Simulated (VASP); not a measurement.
Input of a VASP 6.6.1 run:

INCAR

```
PREC = Accurate
ENCUT = 520
EDIFF = 1E-6
ISMEAR = 0
SIGMA = 0.1
LREAL = F
LASPH = T
NELM = 60
ALGO = Fast
ISIF = 2
LWAVE = F
LCHARG = F
GGA = PE
NBANDS = 11
```

Contents of KPOINTS:

```
Automatic mesh
0
Gamma
  14 14 14
```

The input POSCAR:

```
Ca
1.0
    0.0000000000      2.7344913663      2.7344913663
    2.7344913663      0.0000000000      2.7344913663
    2.7344913663      2.7344913663      0.0000000000
Ca
1
Direct
    0.0000000000      0.0000000000      0.0000000000
```

Potentials or basis: VASP PAW PBE potentials, release 64 (Ca_sv).

The run is started by

```sh
$ cat potpaw_PBE.64/Ca_sv/POTCAR > POTCAR
$ mpirun -np 1 vasp_std > vasp.out
```

Problem. Estimate the pressure.

Solution. 0.6 GPa.

Problem. Estimate the band gap on the k mesh.

Solution. Zero (band 5 reaches 2.22 eV, above the bottom of band 6 at 1.95 eV).
